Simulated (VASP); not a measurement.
# FeO (R-3m) in VASP: a series of runs

Runs on FeO. Level: PBE+U. Tasks: single point.

Everything below comes from runs of VASP 6.6.1. Logs are shortened: lines on timing, memory, paths and dates and some standing lists are left out, and cuts for length are marked.

## (1) The cell of the first run

Symmetry: R-3m, No. 166, trigonal system. The conventional cell has a = 3.169 Å, b = 3.169 Å, c = 7.449 Å, α = 90.00°, β = 90.00°, γ = 120.00°. Fe (site symmetry -3m) has 6 O at 2.21 Å within 2.9 Å. Within 2.9 Å of O (site symmetry -3m) lie 6 Fe at 2.21 Å.

## (2) Single point, PBE+U, collinear spin, ferromagnetic start

The input, INCAR:

```
SYSTEM = FeO
ALGO = Normal
EDIFF = 1E-6
ENCUT = 520
GGA = PE
ISIF = 2
ISMEAR = 0
ISPIN = 2
LASPH = .True.
LCHARG = .False.
LDAU = .True.
LDAUJ = 0 0
LDAUL = 2 -1
LDAUPRINT = 1
LDAUTYPE = 2
LDAUU = 5.3 0
LMAXMIX = 4
LORBIT = 11
LREAL = .False.
LWAVE = .False.
MAGMOM = 3.9 0.17
NBANDS = 18
NELM = 150
PREC = Accurate
SIGMA = 0.02
```

The input, KPOINTS:

```
k-points
0
Gamma
  12 12 12
  0 0 0
```

The input, POSCAR:

```
FeO
1.0
    1.5844211449      0.9147659745      2.4830502406
   -1.5844211449      0.9147659745      2.4830502406
    0.0000000000     -1.8295319490      2.4830502406
Fe O
1 1
Direct
    0.0000000000      0.0000000000      0.0000000000
    0.5000000000      0.5000000000      0.5000000000
```

Potentials or basis: VASP PAW PBE potentials, release 64 (Fe, O).

Started as:

```console
cat potpaw_PBE.64/Fe/POTCAR potpaw_PBE.64/O/POTCAR > POTCAR
mpirun -np 1 vasp_std > vasp.out
```

OUTCAR:

```text
SYSTEM = FeO
   EDIFF = 1E-6
   ENCUT = 520
   GGA = PE
   ISIF = 2
   ISMEAR = 0
   ISPIN = 2
   LASPH = .True.
   LORBIT = 11
   LREAL = .False.
   NELM = 150
   PREC = Accurate

 ion  position               nearest neighbor table
   1  0.000  0.000  0.000-   2 2.21   2 2.21   2 2.21   2 2.21   2 2.21   2 2.21
   2  0.500  0.500  0.500-   1 2.21   1 2.21   1 2.21   1 2.21   1 2.21   1 2.21

  LATTYP: Found a trigonal (rhomboedric) cell.
 ALAT       =     3.0842706836
 COS(alpha) =     0.4722037707

  Lattice vectors:

 A1 = (   1.5844211449,   0.9147659745,   2.4830502406)
 A2 = (  -1.5844211449,   0.9147659745,   2.4830502406)
 A3 = (   0.0000000000,  -1.8295319490,   2.4830502406)

Analysis of symmetry for initial positions (statically):
=====================================================================
 Subroutine PRICEL returns:
 Original cell was already a primitive cell.

 Routine SETGRP: Setting up the symmetry group for a
 trigonal (rhombohedral) supercell.

 Subroutine GETGRP returns: Found 12 space group operations
 (whereof 12 operations were pure point group operations)
 out of a pool of 12 trial point group operations.

The static configuration has the point symmetry D_3d.

Analysis of symmetry for dynamics (positions and initial velocities):
=====================================================================
 Subroutine PRICEL returns:
 Original cell was already a primitive cell.

 Routine SETGRP: Setting up the symmetry group for a
 trigonal (rhombohedral) supercell.

 Subroutine GETGRP returns: Found 12 space group operations
 (whereof 12 operations were pure point group operations)
 out of a pool of 12 trial point group operations.

The dynamic configuration has the point symmetry D_3d.

Analysis of structural, dynamic, and magnetic symmetry:
=====================================================================
 Subroutine PRICEL returns:
 Original cell was already a primitive cell.

 Routine SETGRP: Setting up the symmetry group for a
 trigonal (rhombohedral) supercell.

 Subroutine GETGRP returns: Found 12 space group operations
 (whereof 12 operations were pure point group operations)
 out of a pool of 12 trial point group operations.

The overall configuration has the point symmetry D_3d.

 Subroutine INISYM returns: Found 12 space group operations
 (whereof 12 operations are pure point group operations),
 and found     1 'primitive' translations

----------------------------------------------------------------------------------------

                                     Primitive cell

  volume of cell :      21.5932

  direct lattice vectors                    reciprocal lattice vectors
     1.584421145  0.914765974  2.483050241     0.315572663  0.182195962  0.134243491
    -1.584421145  0.914765974  2.483050241    -0.315572663  0.182195962  0.134243491
     0.000000000 -1.829531949  2.483050241     0.000000000 -0.364391924  0.134243491

  length of vectors
     3.084270684  3.084270684  3.084270684     0.388333348  0.388333348  0.388333348

  position of ions in fractional coordinates (direct lattice)
     0.000000000  0.000000000  0.000000000
     0.500000000  0.500000000  0.500000000

  ion indices of the primitive-cell ions
   primitive index   ion index
                 1           1
                 2           2

----------------------------------------------------------------------------------------

 KPOINTS: k-points

Automatic generation of k-mesh.
 Grid dimensions read from file:
 generate k-points for:   12   12   12

 Generating k-lattice:
[... 62 lines left out ...]
   EDIFF  = 0.1E-05   stopping-criterion for ELM
   LREAL  =      F    real-space projection
   EDIFFG = 0.1E-04   stopping-criterion for IOM
   NSW    =      0    number of steps for IOM
   IBRION =     -1    ionic relax: 0-MD 1-quasi-New 2-CG
   NFREE  =      0    steps in history (QN), initial steepest desc. (CG)
   ISIF   =      2    stress and relaxation
   ISYM   =      2    0-nonsym 1-usesym 2-fastsym
   POTIM  = 0.5000    time-step for ionic-motion
   TEBEG  =    0.0;   TEEND  =   0.0 temperature during run
   PSTRESS=    0.0 pullay stress
   NELECT =      14.0000    total number of electrons
   NUPDOWN=      -1.0000    fix difference up-down
   EMIN   =  10.00;   EMAX   =-10.00  energy-range for DOS
   EFERMI =   0.00;   METHOD = LEGACY
   ISMEAR =     0;   SIGMA  =   0.02  broadening in eV -4-tet -1-fermi 0-gaus
   EFERMI_NEDOS =   21; number of points for ismear=-14 and -15
   IALGO  =     38    algorithm
   IMIX   =      4    mixing-type and parameters
     AMIX     =   0.40;   BMIX     =  1.00
     AMIX_MAG =   1.60;   BMIX_MAG =  1.00
  volume/ion in A,a.u.               =      10.80        72.86
  Fermi-wavevector in a.u.,A,eV,Ry     =   1.416919  2.677589 27.315868  2.007660
  Thomas-Fermi vector in A             =   2.538203
   LORBIT       =     11    0 simple, 1 ext, 2 COOP (PROOUT), +10 PAW based schemes
 LDA+U is selected, type is set to LDAUTYPE =  2
   angular momentum for each species LDAUL =     2   -1
   U (eV)           for each species LDAUU =   5.3  0.0
   J (eV)           for each species LDAUJ =   0.0  0.0
   GGA     = PE    functional components
   LHFCALC =     F    Hartree Fock is set to
   AEXX    =    0.0000 exact exchange contribution
   IVDW    =     0    specifies the selected vdW correction
   LEPSILON=     F    determine dielectric tensor
   LRPA    =     F    only Hartree local field effects (RPA)
 spin polarized calculation
 Gauss-broadening in eV      SIGMA  =   0.02
  energy-cutoff  :      520.00
  volume of cell :       21.59
 maximum number of plane-waves:       592
   NGX = 11   NGY = 11   NGZ = 11

atom =   1  type =  1  l = 2

 onsite density matrix

spin component  1

  0.9859  0.0000  0.0000 -0.0201 -0.0000
  0.0000  0.9980  0.0000  0.0000 -0.0201
  0.0000  0.0000  0.9714  0.0000 -0.0000
 -0.0201  0.0000  0.0000  0.9980 -0.0000
 -0.0000 -0.0201 -0.0000 -0.0000  0.9859

spin component  2

  0.2445 -0.0000 -0.0000  0.1884  0.0000
 -0.0000  0.3016 -0.0000  0.0000  0.1884
 -0.0000 -0.0000  0.0395  0.0000 -0.0000
  0.1884  0.0000  0.0000  0.3016  0.0000
  0.0000  0.1884 -0.0000  0.0000  0.2445

 occupancies and eigenvectors

  o =  0.0395  v =  0.0000  0.0000  0.0000  0.0000  0.0000  0.0000  0.0000 -1.0000  0.0000 -0.0000      0.0000  0.0000  0.0000  0.0000  0.0000  0.0000  0.0000  0.0000  0.0000  0.0000
  o =  0.0825  v =  0.0000  0.0000  0.0000  0.0000  0.0000  0.0000  0.6519  0.0000  0.0000 -0.7583      0.0000  0.0000  0.0000  0.0000  0.0000  0.0000  0.0000  0.0000  0.0000  0.0000
  o =  0.0825  v =  0.0000  0.0000  0.0000  0.0000  0.0000 -0.7583  0.0000 -0.0000  0.6519  0.0000      0.0000  0.0000  0.0000  0.0000  0.0000  0.0000  0.0000  0.0000  0.0000  0.0000
  o =  0.4636  v =  0.0000  0.0000  0.0000  0.0000  0.0000  0.0000  0.7583 -0.0000  0.0000  0.6519      0.0000  0.0000  0.0000  0.0000  0.0000  0.0000  0.0000  0.0000  0.0000  0.0000
  o =  0.4636  v =  0.0000  0.0000  0.0000  0.0000  0.0000  0.6519  0.0000 -0.0000  0.7583  0.0000      0.0000  0.0000  0.0000  0.0000  0.0000  0.0000  0.0000  0.0000  0.0000  0.0000
  o =  0.9710  v =  0.0000  0.5971  0.0000  0.0000  0.8021  0.0000  0.0000  0.0000  0.0000  0.0000      0.0000  0.0000  0.0000  0.0000  0.0000  0.0000  0.0000  0.0000  0.0000  0.0000
  o =  0.9710  v = -0.8021  0.0000  0.0000 -0.5971 -0.0000  0.0000  0.0000  0.0000  0.0000  0.0000      0.0000  0.0000  0.0000  0.0000  0.0000  0.0000  0.0000  0.0000  0.0000  0.0000
  o =  0.9714  v =  0.0000  0.0000 -1.0000 -0.0000  0.0000  0.0000  0.0000  0.0000  0.0000  0.0000      0.0000  0.0000  0.0000  0.0000  0.0000  0.0000  0.0000  0.0000  0.0000  0.0000
  o =  1.0130  v =  0.0000  0.8021  0.0000  0.0000 -0.5971  0.0000  0.0000  0.0000  0.0000  0.0000      0.0000  0.0000  0.0000  0.0000  0.0000  0.0000  0.0000  0.0000  0.0000  0.0000
  o =  1.0130  v = -0.5971 -0.0000 -0.0000  0.8021  0.0000  0.0000  0.0000  0.0000  0.0000  0.0000      0.0000  0.0000  0.0000  0.0000  0.0000  0.0000  0.0000  0.0000  0.0000  0.0000

 number of electron      13.9999994 magnetization       4.0011706

 Free energy of the ion-electron system (eV)
  ---------------------------------------------------
  ext. energy  EPLUGINS =         0.00000000
  ---------------------------------------------------
  free energy    TOTEN  =       -12.51367572 eV

  energy without entropy =      -12.51336437  energy(sigma->0) =      -12.51352005

 E-fermi :   5.4913     XC(G=0): -11.7096

 val. band max:        5.4896070776   @ k =   0.4167   0.2500   0.2500
 cond. band min:       5.4949167702   @ k =   0.4167   0.3333   0.3333
 fundamental gap:      0.0053096926
 Fermi energy:         5.4912820828

 spin component 1

 k-point     1 :       0.0000    0.0000    0.0000
  band No.  band energies     occupation
      1     -14.4314      1.00000
      2      -1.2721      1.00000
      3      -1.1279      1.00000
      4      -1.1279      1.00000
      5      -0.8226      1.00000
      6      -0.8226      1.00000
[... 1001 lines left out ...]
     17      31.0532      0.00000
     18      32.4457      0.00000

 [... further k-points ...]

------------------------ aborting loop because EDIFF is reached ----------------------------------------

  FORCE on cell =-STRESS in cart. coord.  units (eV):
  Direction    XX          YY          ZZ          XY          YZ          ZX
  --------------------------------------------------------------------------------------
  -------------------------------------------------------------------------------------
  Total       -1.4098435     -1.4098435     -0.9970638      0.0000000      0.0000000      0.0000000
  in kB     -104.6078085   -104.6078085    -73.9803083      0.0000000      0.0000000      0.0000000
  external PRESSURE =     -94.3986418 kB  Pullay stress =       0.0000000 kB

 VOLUME and BASIS-vectors are now :
 -----------------------------------------------------------------------------
  energy-cutoff  :      520.00
  volume of cell :       21.59
      direct lattice vectors                 reciprocal lattice vectors
     1.584421145  0.914765974  2.483050241     0.315572663  0.182195962  0.134243491
    -1.584421145  0.914765974  2.483050241    -0.315572663  0.182195962  0.134243491
     0.000000000 -1.829531949  2.483050241     0.000000000 -0.364391924  0.134243491

 POSITION                                       TOTAL-FORCE (eV/Angst)
 -----------------------------------------------------------------------------------
      0.00000      0.00000      0.00000        -0.000000     -0.000000      0.000000
      0.00000      0.00000      3.72458         0.000000      0.000000      0.000000
 -----------------------------------------------------------------------------------
    total drift:                               -0.000000      0.000000     -0.000000

  FREE ENERGIE OF THE ION-ELECTRON SYSTEM (eV)
  ---------------------------------------------------
  free  energy   TOTEN  =       -12.5136757238 eV

  energy  without entropy=      -12.5133643722  energy(sigma->0) =      -12.51352005

 total charge

# of ion       s       p       d       tot
------------------------------------------
    1        0.275   0.320   6.050   6.646
    2        1.553   3.427   0.000   4.980
--------------------------------------------------
tot          1.828   3.747   6.050  11.626

 magnetization (x)

# of ion       s       p       d       tot
------------------------------------------
    1        0.026   0.019   3.802   3.848
    2        0.017   0.144   0.000   0.161
--------------------------------------------------
tot          0.043   0.163   3.802   4.008
```

Wall time 2.4 min (1 thread of Intel Xeon Platinum 8259CL at 2.50GHz (Skylake/Cascade Lake), shared host); peak memory 0.24 GiB.

Results:

* Free energy: -12.5137 eV
* Pressure: -9.4 GPa
* Band gap on the k mesh: zero (filled and empty bands overlap)
* Net moment: 4.00 μB per cell
* Site moments: Fe +3.85; O +0.16 μB
* Valence electrons inside the program's atomic spheres: Fe 6.65; O 4.98

Eigenvalues of the final occupation matrices:
| site | spin | trace | eigenvalues |
| --- | --- | --- | --- |
| site 1 d | 1 | 4.94 | 0.97 0.97 0.97 1.01 1.01 |
| site 1 d | 2 | 1.13 | 0.04 0.08 0.08 0.46 0.46 |

Caveat: the cell stands under tension; a cell with one magnetic atom can't hold antiferromagnetic order, which such compounds often take.

(Continued in part 2 of 2.)
